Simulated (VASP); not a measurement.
# FeO (R-3m) in VASP: single point with PBEsol

Aim: the single point of FeO with PBEsol.

Everything below comes from runs of VASP 6.6.1. Logs are shortened: lines on timing, memory, paths and dates and some standing lists are left out, and cuts for length are marked.

### 1 The cell of the first run

The typed cell holds 2 atoms: a = 3.003 Å, b = 3.003 Å, c = 3.003 Å, α = 59.98°, β = 59.98°, γ = 59.98°.

### 2 Single point, PBEsol, collinear spin, ferromagnetic start

File POSCAR:

```
FeO
1.0
    1.5008169881      0.8664970921      2.4520267158
   -1.5008169881      0.8664970921      2.4520267158
    0.0000000000     -1.7329941842      2.4520267158
Fe O
1 1
Direct
    0.0000000000      0.0000000000      0.0000000000
    0.5000000000      0.5000000000      0.5000000000
```

File INCAR.step1:

```
ALGO = Fast
EDIFF = 1E-6
ENCUT = 520
GGA = PS
ISIF = 2
ISMEAR = 0
ISPIN = 2
LASPH = True
LCHARG = True
LMAXMIX = 4
LREAL = False
LWAVE = False
MAGMOM = 3.76 0.37
NBANDS = 18
NELM = 150
PREC = Accurate
SIGMA = 0.1
```

File KPOINTS.step1:

```
k-points
0
Gamma
  18 18 18
```

File INCAR.step2:

```
ALGO = Fast
EDIFF = 1E-6
ENCUT = 520
GGA = PS
ICHARG = 11
ISIF = 2
ISMEAR = -5
ISPIN = 2
LASPH = True
LCHARG = False
LMAXMIX = 4
LORBIT = 10
LREAL = False
LWAVE = False
MAGMOM = 3.76 0.37
NBANDS = 18
NEDOS = 1001
NELM = 150
PREC = Accurate
SIGMA = 0.1
```

File KPOINTS.step2:

```
k-points
0
Gamma
  27 27 27
```

Potentials or basis: VASP PAW PBE potentials, release 64 (Fe, O).

Launch:

```sh
$ cat potpaw_PBE.64/Fe/POTCAR potpaw_PBE.64/O/POTCAR > POTCAR
$ cp INCAR.step1 INCAR
$ cp KPOINTS.step1 KPOINTS
$ mpirun -np 1 vasp_std > vasp.out
$ cp INCAR.step2 INCAR
$ cp KPOINTS.step2 KPOINTS
$ mpirun -np 1 vasp_std > vasp.out
```

OUTCAR:

```text
EDIFF = 1E-6
   ENCUT = 520
   GGA = PS
   ICHARG = 11
   ISIF = 2
   ISMEAR = -5
   ISPIN = 2
   LASPH = True
   LORBIT = 10
   LREAL = False
   NELM = 150
   PREC = Accurate

 ion  position               nearest neighbor table
   1  0.000  0.000  0.000-   2 2.12   2 2.12   2 2.12   2 2.12   2 2.12   2 2.12
   2  0.500  0.500  0.500-   1 2.12   1 2.12   1 2.12   1 2.12   1 2.12   1 2.12

  LATTYP: Found a trigonal (rhomboedric) cell.
 ALAT       =     3.0026161688
 COS(alpha) =     0.5003270588

  Lattice vectors:

 A1 = (   1.5008169881,   0.8664970921,   2.4520267158)
 A2 = (  -1.5008169881,   0.8664970921,   2.4520267158)
 A3 = (   0.0000000000,  -1.7329941842,   2.4520267158)

Analysis of symmetry for initial positions (statically):
=====================================================================
 Subroutine PRICEL returns:
 Original cell was already a primitive cell.

 Routine SETGRP: Setting up the symmetry group for a
 trigonal (rhombohedral) supercell.

 Subroutine GETGRP returns: Found 12 space group operations
 (whereof 12 operations were pure point group operations)
 out of a pool of 12 trial point group operations.

The static configuration has the point symmetry D_3d.

Analysis of symmetry for dynamics (positions and initial velocities):
=====================================================================
 Subroutine PRICEL returns:
 Original cell was already a primitive cell.

 Routine SETGRP: Setting up the symmetry group for a
 trigonal (rhombohedral) supercell.

 Subroutine GETGRP returns: Found 12 space group operations
 (whereof 12 operations were pure point group operations)
 out of a pool of 12 trial point group operations.

The dynamic configuration has the point symmetry D_3d.

Analysis of structural, dynamic, and magnetic symmetry:
=====================================================================
 Subroutine PRICEL returns:
 Original cell was already a primitive cell.

 Routine SETGRP: Setting up the symmetry group for a
 trigonal (rhombohedral) supercell.

 Subroutine GETGRP returns: Found 12 space group operations
 (whereof 12 operations were pure point group operations)
 out of a pool of 12 trial point group operations.

The overall configuration has the point symmetry D_3d.

 Subroutine INISYM returns: Found 12 space group operations
 (whereof 12 operations are pure point group operations),
 and found     1 'primitive' translations

----------------------------------------------------------------------------------------

                                     Primitive cell

  volume of cell :      19.1325

  direct lattice vectors                    reciprocal lattice vectors
     1.500816988  0.866497092  2.452026716     0.333151879  0.192345327  0.135941966
    -1.500816988  0.866497092  2.452026716    -0.333151879  0.192345327  0.135941966
     0.000000000 -1.732994184  2.452026716     0.000000000 -0.384690654  0.135941966

  length of vectors
     3.002616169  3.002616169  3.002616169     0.408003821  0.408003821  0.408003821

  position of ions in fractional coordinates (direct lattice)
     0.000000000  0.000000000  0.000000000
     0.500000000  0.500000000  0.500000000

  ion indices of the primitive-cell ions
   primitive index   ion index
                 1           1
                 2           2

----------------------------------------------------------------------------------------

 KPOINTS: k-points

Automatic generation of k-mesh.
 Grid dimensions read from file:
 generate k-points for:   27   27   27

 Generating k-lattice:

  Cartesian coordinates                     Fractional coordinates (reciprocal lattice)
     0.012338958  0.007123901  0.005034888     0.037037037 -0.000000000 -0.000000000
    -0.012338958  0.007123901  0.005034888    -0.000000000  0.037037037 -0.000000000
     0.000000000 -0.014247802  0.005034888    -0.000000000 -0.000000000  0.037037037

  Length of vectors
     0.015111253  0.015111253  0.015111253

  Shift w.r.t. Gamma in fractional coordinates (k-lattice)
     0.000000000  0.000000000  0.000000000

 TETIRR: Found   9855 inequivalent tetrahedra from   118098

 Subroutine IBZKPT returns following result:
 ===========================================

 Found   1834 irreducible k-points:

 Following reciprocal coordinates:
            Coordinates               Weight
  0.000000  0.000000  0.000000      1.000000
  0.037037 -0.000000  0.000000      6.000000
  0.074074 -0.000000  0.000000      6.000000
  0.111111  0.000000  0.000000      6.000000
  0.148148  0.000000  0.000000      6.000000
  0.185185  0.000000  0.000000      6.000000
[... 16 lines left out ...]
  0.333333  0.037037  0.000000     12.000000
  0.370370  0.037037  0.000000     12.000000
 [... further k-points ...]
   k-points           NKPTS =   1834   k-points in BZ     NKDIM =   1834   number of bands    NBANDS=     18
   number of dos      NEDOS =   1001   number of ions     NIONS =      2
   total plane-waves  NPLWV =  13824
   dimension x,y,z NGX =    24 NGY =   24 NGZ =   24
   dimension x,y,z NGXF=    48 NGYF=   48 NGZF=   48
   ions per type =               1   1
   NGX,Y,Z   is equivalent  to a cutoff of  13.29, 13.29, 13.29 a.u.
   NGXF,Y,Z  is equivalent  to a cutoff of  26.58, 26.58, 26.58 a.u.
 SYSTEM =  unknown system
   PREC   = accura    normal or accurate (medium, high low for compatibility)
   ISTART =      0    job   : 0-new  1-cont  2-samecut
   ICHARG =     11    charge: 1-file 2-atom 10-const
   ISPIN  =      2    spin polarized calculation?
   LNONCOLLINEAR =      F non collinear calculations
   LSORBIT =      F    spin-orbit coupling
   LASPH  =      T    aspherical Exc in radial PAW
   ENCUT  =  520.0 eV  38.22 Ry    6.18 a.u.   5.58  5.58  5.58*2*pi/ulx,y,z
   NELM   =    150;   NELMIN=  2; NELMDL=  0     # of ELM steps
   EDIFF  = 0.1E-05   stopping-criterion for ELM
   LREAL  =      F    real-space projection
   EDIFFG = 0.1E-04   stopping-criterion for IOM
   NSW    =      0    number of steps for IOM
   IBRION =     -1    ionic relax: 0-MD 1-quasi-New 2-CG
   NFREE  =      0    steps in history (QN), initial steepest desc. (CG)
   ISIF   =      2    stress and relaxation
   ISYM   =      2    0-nonsym 1-usesym 2-fastsym
   POTIM  = 0.5000    time-step for ionic-motion
   TEBEG  =    0.0;   TEEND  =   0.0 temperature during run
   PSTRESS=    0.0 pullay stress
   NELECT =      14.0000    total number of electrons
   NUPDOWN=      -1.0000    fix difference up-down
   EMIN   =  10.00;   EMAX   =-10.00  energy-range for DOS
   EFERMI =   0.00;   METHOD = LEGACY
   ISMEAR =    -5;   SIGMA  =   0.10  broadening in eV -4-tet -1-fermi 0-gaus
   EFERMI_NEDOS =   21; number of points for ismear=-14 and -15
   IALGO  =     68    algorithm
   IMIX   =      4    mixing-type and parameters
     AMIX     =   0.40;   BMIX     =  1.00
     AMIX_MAG =   1.60;   BMIX_MAG =  1.00
  volume/ion in A,a.u.               =       9.57        64.56
  Fermi-wavevector in a.u.,A,eV,Ry     =   1.475232  2.787785 29.610500  2.176310
  Thomas-Fermi vector in A             =   2.589907
   LORBIT       =     10    0 simple, 1 ext, 2 COOP (PROOUT), +10 PAW based schemes
   GGA     = PS    functional components
   LHFCALC =     F    Hartree Fock is set to
   AEXX    =    0.0000 exact exchange contribution
   IVDW    =     0    specifies the selected vdW correction
   LEPSILON=     F    determine dielectric tensor
   LRPA    =     F    only Hartree local field effects (RPA)
 spin polarized calculation
 RMM-DIIS sequential band-by-band and
 Fermi weights with tetrahedron method with Bloechl corrections
  energy-cutoff  :      520.00
  volume of cell :       19.13
 maximum number of plane-waves:       534

 number of electron      13.9999999 magnetization       3.9999238

 Free energy of the ion-electron system (eV)
  ---------------------------------------------------
  ext. energy  EPLUGINS =         0.00000000
  ---------------------------------------------------
  free energy    TOTEN  =       -15.86144969 eV

  energy without entropy =      -15.86144969  energy(sigma->0) =      -15.86144969

 E-fermi :   6.5678     XC(G=0): -12.6663

 val. band max:        6.5857301585   @ k =   0.4444   0.1481   0.1481
 cond. band min:       6.5304324045   @ k =  -0.2963   0.0741  -0.0000
 fundamental gap:     -0.0552977539
 Fermi energy:         6.5678201797

 spin component 1

 k-point     1 :       0.0000    0.0000    0.0000
  band No.  band energies     occupation
      1     -14.5044      1.00000
      2       2.5702      1.00000
      3       2.5735      1.00000
      4       2.5735      1.00000
      5       2.6399      1.00000
      6       2.6421      1.00000
[... 10 lines left out ...]
     17      27.9327      0.00000
     18      30.7675      0.00000
[... 463 lines left out ...]
 k-point    24 :       0.3704    0.0370    0.0000
  band No.  band energies     occupation
      1     -13.4609      1.00000
      2      -1.9258      1.00000
      3      -0.1225      1.00000
      4      -0.0278      1.00000
      5       3.3191      1.00000
      6       3.4171      1.00000
[... 10 lines left out ...]
     17      32.3040      0.00000
     18      34.7934      0.00000

 [... further k-points ...]

 Fermi energy:         6.5678201797

 spin component 2

 k-point     1 :       0.0000    0.0000    0.0000
  band No.  band energies     occupation
      1     -13.9261      1.00000
      2       3.1879      1.00000
      3       3.1912      1.00000
      4       3.1912      1.00000
      5       5.7603      1.00000
      6       5.7633      1.00000
[... 10 lines left out ...]
     17      29.4912      0.00000
     18      31.9230      0.00000
[... 463 lines left out ...]
 k-point    24 :       0.3704    0.0370    0.0000
  band No.  band energies     occupation
      1     -12.8695      1.00000
      2      -1.1138      1.00000
      3       1.3528      1.00000
      4       1.4278      1.00000
      5       6.6203      0.17744
      6       6.8309      0.00000
[... 10 lines left out ...]
     17      32.8892      0.00000
     18      35.8374      0.00000

 [... further k-points ...]
[... 5 lines left out ...]
  --------------------------------------------------------------------------------------
  -------------------------------------------------------------------------------------
  Total        0.0392754      0.0392754      0.0357259      0.0000000     -0.0000000      0.0000000
  in kB        3.2889693      3.2889693      2.9917315      0.0000000     -0.0000000      0.0000000
  external PRESSURE =       3.1898900 kB  Pullay stress =       0.0000000 kB

 VOLUME and BASIS-vectors are now :
 -----------------------------------------------------------------------------
  energy-cutoff  :      520.00
  volume of cell :       19.13
      direct lattice vectors                 reciprocal lattice vectors
     1.500816988  0.866497092  2.452026716     0.333151879  0.192345327  0.135941966
    -1.500816988  0.866497092  2.452026716    -0.333151879  0.192345327  0.135941966
     0.000000000 -1.732994184  2.452026716     0.000000000 -0.384690654  0.135941966

 POSITION                                       TOTAL-FORCE (eV/Angst)
 -----------------------------------------------------------------------------------
      0.00000      0.00000      0.00000         0.000000      0.000000      0.000000
      0.00000      0.00000      3.67804        -0.000000     -0.000000      0.000000
 -----------------------------------------------------------------------------------
    total drift:                               -0.000000      0.000000     -0.000000

  FREE ENERGIE OF THE ION-ELECTRON SYSTEM (eV)
  ---------------------------------------------------
  free  energy   TOTEN  =       -15.8614496899 eV

  energy  without entropy=      -15.8614496899  energy(sigma->0) =      -15.86144969

 total charge

# of ion       s       p       d       tot
------------------------------------------
    1        0.306   0.397   6.120   6.822
    2        1.551   3.440   0.000   4.991
--------------------------------------------------
tot          1.857   3.837   6.120  11.813

 magnetization (x)

# of ion       s       p       d       tot
------------------------------------------
    1        0.026   0.022   3.555   3.604
    2        0.032   0.281   0.000   0.313
--------------------------------------------------
tot          0.058   0.303   3.555   3.917
```

Wall time 34 min (1 thread of Oxide Virtual Turin-like, shared host); peak memory 0.94 GiB.

What came out:

* Net moment: 4.00 μB per cell
* Site moments: Fe +3.60; O +0.31 μB
* Valence electrons inside the program's atomic spheres: Fe 6.82; O 4.99

Caveat: the PAW data sets were made with another functional, which shifts forces and pressure a little; a cell with one magnetic atom can't hold antiferromagnetic order, which such compounds often take; semilocal functionals often make such compounds metallic where correlation or magnetic order opens a gap, which also shifts bond lengths.
